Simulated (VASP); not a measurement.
Input of a VASP 6.6.1 run:

Contents of INCAR:

```
PREC = Accurate
ENCUT = 520
EDIFF = 1E-6
ISMEAR = -1
SIGMA = 0.1
LREAL = F
LASPH = T
NELM = 60
ALGO = Normal
ISIF = 2
LWAVE = F
LCHARG = T
GGA = RP
LELF = T
LVHAR = T
NBANDS = 26
```

File KPOINTS:

```
Automatic mesh
0
Gamma
  9 9 12
```

Contents of POSCAR:

```
Ga
1.0
    4.5663650647      0.0000000000      0.0000000000
   -2.2831825324      3.9545881490      0.0000000000
    0.0000000000      0.0000000000      2.9319610779
Ga
3
Direct
    0.0000000000      0.0000000000      0.0000000000
    0.3333333333      0.6666666667      0.5000000000
    0.6666666667      0.3333333333      0.5000000000
```

Potentials or basis: VASP PAW PBE potentials, release 64 (Ga_d).

Launch:

```sh
$ cat potpaw_PBE.64/Ga_d/POTCAR > POTCAR
$ mpirun -np 1 vasp_std > vasp.out
```

Problem. What does it give for the pressure?

Solution. 7.7 GPa.

Stress tensor (GPa, compression positive):
```
8.21 0.00 0.00
0.00 8.21 0.00
0.00 0.00 6.78
```

Caveat: the PAW data sets were made with another functional, which shifts forces and pressure a little.
